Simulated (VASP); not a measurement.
# Ti (Fm-3m) in VASP: further runs, part 3 of 3

VASP 6.6.1.

### Step 5. Single point, r2SCAN

This run uses another cell than the first one, of 16.31 Å³/atom, 1.083 times its volume.

POSCAR reads:

```
Ti
1.0
    0.0000000000      2.0129403699      2.0129403699
    2.0129403699      0.0000000000      2.0129403699
    2.0129403699      2.0129403699      0.0000000000
Ti
1
Direct
    0.0000000000      0.0000000000      0.0000000000
```

INCAR.step1 reads:

```
SYSTEM = Ti
ALGO     = Normal         ! electronic algorithm
EDIFF    = 1E-4           ! SCF threshold, eV
ENCUT    = 520            ! plane-wave cutoff, eV
GGA      = PE             ! functional
ISMEAR   = -1             ! smearing method
LASPH    = .TRUE.         ! aspherical terms in the spheres
LCHARG   = .FALSE.        ! write CHGCAR
LREAL    = .FALSE.        ! projectors in reciprocal space
LWAVE    = .TRUE.         ! write WAVECAR
NBANDS   = 12             ! bands
NELM     = 60             ! most SCF steps
PREC     = Accurate       ! precision mode
SIGMA    = 0.1            ! smearing width, eV
```

INCAR.step2 reads:

```
SYSTEM = Ti
ALGO     = Normal         ! electronic algorithm
EDIFF    = 1E-7           ! SCF threshold, eV
ENCUT    = 520            ! plane-wave cutoff, eV
ISIF     = 2              ! what is computed and relaxed
ISMEAR   = -1             ! smearing method
ISTART   = 1            
LASPH    = .TRUE.         ! aspherical terms in the spheres
LCHARG   = .FALSE.        ! write CHGCAR
LMIXTAU  = .TRUE.       
LREAL    = .FALSE.        ! projectors in reciprocal space
LWAVE    = .FALSE.        ! write WAVECAR
METAGGA  = R2SCAN         ! meta-GGA
NBANDS   = 12             ! bands
NELM     = 60             ! most SCF steps
PREC     = Accurate       ! precision mode
SIGMA    = 0.1            ! smearing width, eV
```

KPOINTS reads:

```
k-points
0
G
  12 12 12
  0 0 0
```

Potentials or basis: VASP PAW PBE potentials, release 64 (Ti_sv).

On the command line:

```sh
$ cat potpaw_PBE.64/Ti_sv/POTCAR > POTCAR
$ cp INCAR.step1 INCAR
$ mpirun -np 1 vasp_std > vasp.out
$ cp INCAR.step2 INCAR
$ mpirun -np 1 vasp_std > vasp.out
```

OUTCAR:

```text
SYSTEM = Ti
   EDIFF = 1E-7
   ENCUT = 520
   ISIF = 2
   ISMEAR = -1
   ISTART = 1
   LASPH = .TRUE.
   LREAL = .FALSE.
   METAGGA = R2SCAN
   NELM = 60
   PREC = Accurate

 ion  position               nearest neighbor table
   1  0.000  0.000  0.000-

  LATTYP: Found a face centered cubic cell.
 ALAT       =     4.0258807398

  Lattice vectors:

 A1 = (   0.0000000000,   2.0129403699,   2.0129403699)
 A2 = (   2.0129403699,   0.0000000000,   2.0129403699)
 A3 = (   2.0129403699,   2.0129403699,   0.0000000000)

Analysis of symmetry for initial positions (statically):
=====================================================================
 Subroutine PRICEL returns:
 Original cell was already a primitive cell.

 Routine SETGRP: Setting up the symmetry group for a
 face centered cubic supercell.

 Subroutine GETGRP returns: Found 48 space group operations
 (whereof 48 operations were pure point group operations)
 out of a pool of 48 trial point group operations.

The static configuration has the point symmetry O_h .

Analysis of symmetry for dynamics (positions and initial velocities):
=====================================================================
 Subroutine PRICEL returns:
 Original cell was already a primitive cell.

 Routine SETGRP: Setting up the symmetry group for a
 face centered cubic supercell.

 Subroutine GETGRP returns: Found 48 space group operations
 (whereof 48 operations were pure point group operations)
 out of a pool of 48 trial point group operations.

The dynamic configuration has the point symmetry O_h .

 Subroutine INISYM returns: Found 48 space group operations
 (whereof 48 operations are pure point group operations),
 and found     1 'primitive' translations

----------------------------------------------------------------------------------------

                                     Primitive cell
[... 114 lines left out ...]
   METAGGA = R2SCAN    functional components
   LHFCALC =     F    Hartree Fock is set to
   AEXX    =    0.0000 exact exchange contribution
   IVDW    =     0    specifies the selected vdW correction
   LEPSILON=     F    determine dielectric tensor
   LRPA    =     F    only Hartree local field effects (RPA)
 non-spin polarized calculation
  energy-cutoff  :      520.00
  volume of cell :       16.31
 maximum number of plane-waves:       459
 NGX is ok and might be reduce to    24
   NGX = 11   NGY = 11   NGZ = 11

 number of electron      12.0000000 magnetization

 Free energy of the ion-electron system (eV)
  ---------------------------------------------------
  ext. energy  EPLUGINS =         0.00000000
  ---------------------------------------------------
  free energy    TOTEN  =       -12.87618580 eV

  energy without entropy =      -12.82727878  energy(sigma->0) =      -12.85173229

 E-fermi :   8.9341     XC(G=0): -12.7361

 val. band max:        8.8979821341   @ k =   0.3333   0.0000   0.0000
 cond. band min:       8.9460953971   @ k =  -0.3333   0.4167   0.1667
 fundamental gap:      0.0481132630
 Fermi energy:         8.9340995260

 k-point     1 :       0.0000    0.0000    0.0000
  band No.  band energies     occupation
      1     -49.9965      2.00000
      2     -24.7209      2.00000
      3     -24.7208      2.00000
      4     -24.7208      2.00000
      5       2.3191      2.00000
      6       9.9729      0.00006
      7       9.9729      0.00006
      8       9.9729      0.00006
      9      11.9254      0.00000
     10      11.9254      0.00000
     11      25.0442      0.00000
     12      30.2630      0.00000
[... 331 lines left out ...]
 k-point    24 :      -0.4167    0.1667    0.0000
  band No.  band energies     occupation
      1     -49.8144      2.00000
      2     -25.4936      2.00000
      3     -24.9826      2.00000
      4     -24.8575      2.00000
      5       6.7624      2.00000
      6       8.4878      1.97720
      7       9.4946      0.00733
      8      10.4517      0.00000
      9      12.7930      0.00000
     10      14.4579      0.00000
     11      18.2167      0.00000
     12      23.9214      0.00000

 [... further k-points ...]

------------------------ aborting loop because EDIFF is reached ----------------------------------------

  FORCE on cell =-STRESS in cart. coord.  units (eV):
  Direction    XX          YY          ZZ          XY          YZ          ZX
  --------------------------------------------------------------------------------------
  -------------------------------------------------------------------------------------
  Total        0.8510941      0.8510941      0.8510941     -0.0000000      0.0000000      0.0000000
  in kB       83.5921376     83.5921376     83.5921376     -0.0000000      0.0000000      0.0000000
  external PRESSURE =      83.5921376 kB  Pullay stress =       0.0000000 kB

 VOLUME and BASIS-vectors are now :
 -----------------------------------------------------------------------------
  energy-cutoff  :      520.00
  volume of cell :       16.31
      direct lattice vectors                 reciprocal lattice vectors
     0.000000000  2.012940370  2.012940370    -0.248392852  0.248392852  0.248392852
     2.012940370  0.000000000  2.012940370     0.248392852 -0.248392852  0.248392852
     2.012940370  2.012940370  0.000000000     0.248392852  0.248392852 -0.248392852

 POSITION                                       TOTAL-FORCE (eV/Angst)
 -----------------------------------------------------------------------------------
      0.00000      0.00000      0.00000         0.000000      0.000000      0.000000
 -----------------------------------------------------------------------------------
    total drift:                               -0.000000     -0.000000     -0.000000

  FREE ENERGIE OF THE ION-ELECTRON SYSTEM (eV)
  ---------------------------------------------------
  free  energy   TOTEN  =       -12.8761857967 eV

  energy  without entropy=      -12.8272787812  energy(sigma->0) =      -12.85173229
```

OUTCAR.step1:

```text
SYSTEM = Ti
   EDIFF = 1E-4
   ENCUT = 520
   GGA = PE
   ISMEAR = -1
   LASPH = .TRUE.
   LREAL = .FALSE.
[... 576 lines left out ...]
 -----------------------------------------------------------------------------------
      0.00000      0.00000      0.00000         0.000000     -0.000000     -0.000000
 -----------------------------------------------------------------------------------
    total drift:                               -0.000000      0.000000      0.000000

  FREE ENERGIE OF THE ION-ELECTRON SYSTEM (eV)
  ---------------------------------------------------
  free  energy   TOTEN  =        -7.7820120891 eV

  energy  without entropy=       -7.7288829559  energy(sigma->0) =       -7.75544752
```

OSZICAR.step1:

```text
N       E                     dE             d eps       ncg     rms          rms(c)
DAV:   1     0.890916434874E+02    0.89092E+02   -0.65097E+03  1732   0.123E+03
DAV:   2    -0.428617378308E+01   -0.93378E+02   -0.90633E+02  1744   0.300E+02
DAV:   3    -0.860476109178E+01   -0.43186E+01   -0.42772E+01  2448   0.653E+01
DAV:   4    -0.868748246609E+01   -0.82721E-01   -0.82616E-01  1944   0.813E+00
DAV:   5    -0.868965047349E+01   -0.21680E-02   -0.21679E-02  2124   0.110E+00    0.884E+00
DAV:   6    -0.777940008825E+01    0.91025E+00   -0.18560E+00  1864   0.207E+01    0.243E+00
DAV:   7    -0.776933556934E+01    0.10065E-01   -0.10170E-01  2112   0.387E+00    0.135E+00
DAV:   8    -0.778166616350E+01   -0.12331E-01   -0.41636E-02  1772   0.246E+00    0.147E-01
DAV:   9    -0.778193104098E+01   -0.26488E-03   -0.41130E-03  2152   0.696E-01    0.934E-02
DAV:  10    -0.778201208913E+01   -0.81048E-04   -0.26132E-04  1832   0.179E-01
   1 F= -.77820121E+01 E0= -.77554475E+01  d E =-.531291E-01
```

Run time: 1.9 min. Hardware: 1 thread of AMD EPYC 7R43 (Zen 3), shared host; peak memory 0.12 GiB.

What came out:

```
Free energy            : -12.8762 eV
Pressure               : 8.4 GPa
Band gap on the k mesh : zero (band 6 reaches 9.97 eV, above the bottom of band 7 at 8.49 eV)
```

Caveat: the PAW data sets were made with another functional, which shifts forces and pressure a little.

### Step 6. Single point, r2SCAN

This run uses another cell than the first one, of 16.73 Å³/atom, 1.111 times its volume.

POSCAR reads:

```
Ti
1.0
    0.0000000000      2.0300000000      2.0300000000
    2.0300000000      0.0000000000      2.0300000000
    2.0300000000      2.0300000000      0.0000000000
Ti
1
Direct
    0.0000000000      0.0000000000      0.0000000000
```

INCAR.step1 reads:

```
ALGO = Normal
EDIFF = 1E-4
ENCUT = 520
GGA = PE
ISMEAR = -1
LASPH = T
LCHARG = F
LREAL = F
LWAVE = T
NBANDS = 12
NELM = 100
PREC = Accurate
SIGMA = 0.1
```

INCAR.step2 reads:

```
ALGO = Normal
EDIFF = 1E-6
ENCUT = 520
ISIF = 2
ISMEAR = -1
ISTART = 1
LASPH = T
LCHARG = F
LMIXTAU = T
LREAL = F
LWAVE = F
METAGGA = R2SCAN
NBANDS = 12
NELM = 100
PREC = Accurate
SIGMA = 0.1
```

KPOINTS reads:

```
k-points
0
Gamma
  12 12 12
```

Potentials or basis: VASP PAW PBE potentials, release 64 (Ti_sv).

On the command line:

```sh
$ cat potpaw_PBE.64/Ti_sv/POTCAR > POTCAR
$ cp INCAR.step1 INCAR
$ mpirun -np 1 vasp_std > vasp.out
$ cp INCAR.step2 INCAR
$ mpirun -np 1 vasp_std > vasp.out
```

Run time: 96 s. Hardware: 1 thread of AMD EPYC 7R43 (Zen 3), shared host; peak memory 0.11 GiB.

It converged, with:

```yaml
Free_energy: -12.8939 eV
Pressure: 5.0 GPa
Band_gap_on_the_k_mesh: zero (band 6 reaches 9.67 eV, above the bottom of band 7 at 8.21 eV)
```

Levels at points of the mesh, in eV from the Fermi level:
| k point | band 2 | band 3 | band 4 | band 5 | band 6 | band 7 | band 8 | band 9 | band 10 | band 11 |
| --- | --- | --- | --- | --- | --- | --- | --- | --- | --- | --- |
| (0.00, 0.00, 0.00) | -33.73 | -33.73 | -33.73 | -6.56 | 1.02 | 1.02 | 1.02 | 2.91 | 2.91 | 15.97 |
| (0.50, 0.00, 0.00) | -34.52 | -33.83 | -33.83 | -2.80 | 0.54 | 0.94 | 0.94 | 4.00 | 4.00 | 8.99 |
| (0.50, 0.50, 0.00) | -34.47 | -34.01 | -34.01 | -2.80 | -1.89 | 2.98 | 4.06 | 4.26 | 4.26 | 11.47 |

Caveat: the PAW data sets were made with another functional, which shifts forces and pressure a little.

### Step 7. Overview

| cell | gap on the mesh (eV) | pressure (GPa) |
| --- | --- | --- |
| a = 2.772 Å, angles 60.0°, 1 atom | none | 20.7 |
| a = 2.797 Å, angles 60.0°, 1 atom | none | 16.2 |
| a = 2.822 Å, angles 60.0°, 1 atom | none | 12.0 |
| a = 2.847 Å, angles 60.0°, 1 atom | none | 8.4 |
| a = 2.871 Å, angles 60.0°, 1 atom | none | 5.0 |

Alike in all rows: task single point; level r2SCAN; potentials or basis VASP PAW PBE potentials, release 64 (Ti_sv); no spin polarisation; k mesh 12 × 12 × 12; cutoff (eV) 520; smearing fermi-dirac 0.1 eV.

Caveats: the PAW data sets were made with another functional, which shifts forces and pressure a little.

Absolute energies hang on the potentials; compare differences alone.
